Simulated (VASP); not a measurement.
# Au (Fm-3m) in VASP: single point with HSE06

Aim: the single point of Au with HSE06.

Everything below comes from runs of VASP 6.6.1. Logs are shortened: lines on timing, memory, paths and dates and some standing lists are left out, and cuts for length are marked.

### Step 1. The cell of the first run

Symmetry: Fm-3m, No. 225, cubic system. Conventional cell: a = 4.084 Å, b = 4.084 Å, c = 4.084 Å, α = 90.00°, β = 90.00°, γ = 90.00°. Within 3.8 Å of Au (site symmetry m-3m) lie 12 Au at 2.89 Å.

### Step 2. Single point, HSE06

Contents of POSCAR:

```
Au
1.0
    0.0000000000      2.0417677954      2.0417677954
    2.0417677954      0.0000000000      2.0417677954
    2.0417677954      2.0417677954      0.0000000000
Au
1
Direct
    0.0000000000      0.0000000000      0.0000000000
```

Contents of INCAR.step1:

```
SYSTEM = Au
ALGO = Normal
EDIFF = 1E-5
ENCUT = 520
GGA = PE
ISIF = 2
ISMEAR = 0
LASPH = .TRUE.
LCHARG = .FALSE.
LREAL = .FALSE.
LWAVE = .TRUE.
NBANDS = 12
NELM = 60
PREC = Accurate
SIGMA = 0.1
```

Contents of INCAR.step2:

```
SYSTEM = Au
ALGO = Normal
EDIFF = 1E-7
ENCUT = 520
GGA = PE
HFSCREEN = 0.2079
ISIF = 2
ISMEAR = 0
ISTART = 1
LASPH = .TRUE.
LCHARG = .FALSE.
LHFCALC = .TRUE.
LREAL = .FALSE.
LWAVE = .FALSE.
NBANDS = 12
NELM = 60
PREC = Accurate
PRECFOCK = Normal
SIGMA = 0.1
```

Contents of KPOINTS:

```
k-points
0
G
  8 8 8
  0 0 0
```

Potentials or basis: VASP PAW PBE potentials, release 64 (Au).

Started as:

```sh
> cat potpaw_PBE.64/Au/POTCAR > POTCAR
> cp INCAR.step1 INCAR
> mpirun -np 1 vasp_std > vasp.out
> cp INCAR.step2 INCAR
> mpirun -np 1 vasp_std > vasp.out
```

OUTCAR:

```text
SYSTEM = Au
   EDIFF = 1E-7
   ENCUT = 520
   GGA = PE
   HFSCREEN = 0.2079
   ISIF = 2
   ISMEAR = 0
   ISTART = 1
   LASPH = .TRUE.
   LHFCALC = .TRUE.
   LREAL = .FALSE.
   NELM = 60
   PREC = Accurate
   PRECFOCK = Normal

 ion  position               nearest neighbor table
   1  0.000  0.000  0.000-

  LATTYP: Found a face centered cubic cell.
 ALAT       =     4.0835355908

  Lattice vectors:

 A1 = (   0.0000000000,   2.0417677954,   2.0417677954)
 A2 = (   2.0417677954,   0.0000000000,   2.0417677954)
 A3 = (   2.0417677954,   2.0417677954,   0.0000000000)

Analysis of symmetry for initial positions (statically):
=====================================================================
 Subroutine PRICEL returns:
 Original cell was already a primitive cell.

 Routine SETGRP: Setting up the symmetry group for a
 face centered cubic supercell.

 Subroutine GETGRP returns: Found 48 space group operations
 (whereof 48 operations were pure point group operations)
 out of a pool of 48 trial point group operations.

The static configuration has the point symmetry O_h .

Analysis of symmetry for dynamics (positions and initial velocities):
=====================================================================
 Subroutine PRICEL returns:
 Original cell was already a primitive cell.

 Routine SETGRP: Setting up the symmetry group for a
 face centered cubic supercell.

 Subroutine GETGRP returns: Found 48 space group operations
 (whereof 48 operations were pure point group operations)
 out of a pool of 48 trial point group operations.

The dynamic configuration has the point symmetry O_h .

 Subroutine INISYM returns: Found 48 space group operations
 (whereof 48 operations are pure point group operations),
 and found     1 'primitive' translations

----------------------------------------------------------------------------------------

                                     Primitive cell

  volume of cell :      17.0235

  direct lattice vectors                    reciprocal lattice vectors
     0.000000000  2.041767795  2.041767795    -0.244885829  0.244885829  0.244885829
     2.041767795  0.000000000  2.041767795     0.244885829 -0.244885829  0.244885829
     2.041767795  2.041767795  0.000000000     0.244885829  0.244885829 -0.244885829

  length of vectors
     2.887495707  2.887495707  2.887495707     0.424154699  0.424154699  0.424154699

  position of ions in fractional coordinates (direct lattice)
     0.000000000  0.000000000  0.000000000

[... 92 lines left out ...]
   IALGO  =     38    algorithm
   IMIX   =      1    mixing-type and parameters
     AMIX     =   0.40;   BMIX     =  1.00
     AMIX_MAG =   1.60;   BMIX_MAG =  1.00
  volume/ion in A,a.u.               =      17.02       114.88
  Fermi-wavevector in a.u.,A,eV,Ry     =   1.415325  2.674576 27.254424  2.003144
  Thomas-Fermi vector in A             =   2.536775
   LORBIT       =      0    0 simple, 1 ext, 2 COOP (PROOUT), +10 PAW based schemes
   GGA     = PE    functional components
   LHFCALC =     T    Hartree Fock is set to
   PRECFOCK=normal    Normal, Fast or Accurate (Low or Medium for compatibility)
   ENCUT4O =  -1.0   cutoff for four orbital integrals eV
   NKREDX  =     1    reduce k-point grid by
   NKREDY  =     1    reduce k-point grid by
   NKREDZ  =     1    reduce k-point grid by
   AEXX    =    0.2500 exact exchange contribution
   HFSCREEN=    0.2079 screening length (either q_TF or 0.3 A-1)
   HFSCREENC=   0.2079 screening length for correlation (either q_TF or 0.3 A-1)
   ENCUTFOCK=  -1.0 apply spherical cutoff to Coloumb kernel
   IVDW    =     0    specifies the selected vdW correction
   LEPSILON=     F    determine dielectric tensor
   LRPA    =     F    only Hartree local field effects (RPA)
 non-spin polarized calculation
 Gauss-broadening in eV      SIGMA  =   0.10
  energy-cutoff  :      520.00
  volume of cell :       17.02
 maximum number of plane-waves:       471
 NGX is ok and might be reduce to    24
  NGX = 18; NGY = 18; NGZ = 18

 number of electron      11.0000000 magnetization

 Free energy of the ion-electron system (eV)
  ---------------------------------------------------
  ext. energy  EPLUGINS =         0.00000000
  ---------------------------------------------------
  free energy    TOTEN  =        -3.36847428 eV

  energy without entropy =       -3.36544052  energy(sigma->0) =       -3.36695740

 E-fermi :   8.9866     XC(G=0): -10.3708

 val. band max:        8.9120118560   @ k =   0.5000   0.2500   0.1250
 cond. band min:       9.3054042328   @ k =   0.5000   0.3750   0.1250
 fundamental gap:      0.3933923768
 Fermi energy:         8.9865745359

 k-point     1 :       0.0000    0.0000    0.0000
  band No.  band energies     occupation
      1      -1.6431      2.00000
      2       3.4179      2.00000
      3       3.4179      2.00000
      4       3.4179      2.00000
      5       4.9966      2.00000
      6       4.9966      2.00000
      7      24.7671      0.00000
      8      28.9667      0.00000
      9      28.9667      0.00000
     10      28.9667      0.00000
     11      33.7722      0.00000
     12      38.8017      0.00000
[... 331 lines left out ...]
 k-point    24 :      -0.3750    0.2500    0.1250
  band No.  band energies     occupation
      1       1.8428      2.00000
      2       2.7063      2.00000
      3       4.0092      2.00000
      4       4.3185      2.00000
      5       6.2444      2.00000
      6      12.0811      0.00000
      7      12.9421      0.00000
      8      22.5283      0.00000
      9      23.3538      0.00000
     10      28.1190      0.00000
     11      34.4670      0.00000
     12      37.5649      0.00000

 [... further k-points ...]

------------------------ aborting loop because EDIFF is reached ----------------------------------------

  FORCE on cell =-STRESS in cart. coord.  units (eV):
  Direction    XX          YY          ZZ          XY          YZ          ZX
  --------------------------------------------------------------------------------------
  -------------------------------------------------------------------------------------
  Total        0.6615729      0.6615729      0.6615729      0.0000000     -0.0000000      0.0000000
  in kB       62.2643173     62.2643173     62.2643173      0.0000000     -0.0000000      0.0000000
  external PRESSURE =      62.2643173 kB  Pullay stress =       0.0000000 kB

 VOLUME and BASIS-vectors are now :
 -----------------------------------------------------------------------------
  energy-cutoff  :      520.00
  volume of cell :       17.02
      direct lattice vectors                 reciprocal lattice vectors
     0.000000000  2.041767795  2.041767795    -0.244885829  0.244885829  0.244885829
     2.041767795  0.000000000  2.041767795     0.244885829 -0.244885829  0.244885829
     2.041767795  2.041767795  0.000000000     0.244885829  0.244885829 -0.244885829

 POSITION                                       TOTAL-FORCE (eV/Angst)
 -----------------------------------------------------------------------------------
      0.00000      0.00000      0.00000         0.000000     -0.000000      0.000000
 -----------------------------------------------------------------------------------
    total drift:                               -0.000001     -0.000002     -0.000002

  FREE ENERGIE OF THE ION-ELECTRON SYSTEM (eV)
  ---------------------------------------------------
  free  energy   TOTEN  =        -3.3684742776 eV

  energy  without entropy=       -3.3654405207  energy(sigma->0) =       -3.36695740
```

OSZICAR.step1:

```text
N       E                     dE             d eps       ncg     rms          rms(c)
DAV:   1     0.521140535548E+02    0.52114E+02   -0.55710E+03   704   0.812E+02
DAV:   2    -0.264731192137E+01   -0.54761E+02   -0.51045E+02   812   0.188E+02
DAV:   3    -0.341704938263E+01   -0.76974E+00   -0.76927E+00   836   0.217E+01
DAV:   4    -0.341967744994E+01   -0.26281E-02   -0.26279E-02   856   0.148E+00
DAV:   5    -0.341969704292E+01   -0.19593E-04   -0.19592E-04   848   0.121E-01    0.957E+00
DAV:   6    -0.318056573546E+01    0.23913E+00   -0.62836E-01   764   0.642E+00    0.605E+00
DAV:   7    -0.316136640496E+01    0.19199E-01   -0.68469E-02   804   0.213E+00    0.277E+00
DAV:   8    -0.315918748475E+01    0.21789E-02   -0.19320E-03   772   0.376E-01    0.258E-01
DAV:   9    -0.315917456591E+01    0.12919E-04   -0.94262E-06   804   0.276E-02    0.188E-02
DAV:  10    -0.315917979789E+01   -0.52320E-05   -0.24735E-06   452   0.150E-02
   1 F= -.31591798E+01 E0= -.31576194E+01  d E =-.312075E-02
```

Run time: 1.6 h. Hardware: 1 thread of AMD EPYC 7R43 (Zen 3), shared host; peak memory 0.21 GiB.

What came out:

| Quantity | Value |
| --- | --- |
| Free energy | -3.3685 eV |
| Pressure | 6.2 GPa |
| Band gap on the k mesh | zero (an odd number of electrons rules out a gap without spin polarisation) |

Caveat: the cell stands under pressure; the PAW data sets were made with another functional, which shifts forces and pressure a little; spin-orbit coupling is left out, which moves the levels of the heavy elements.
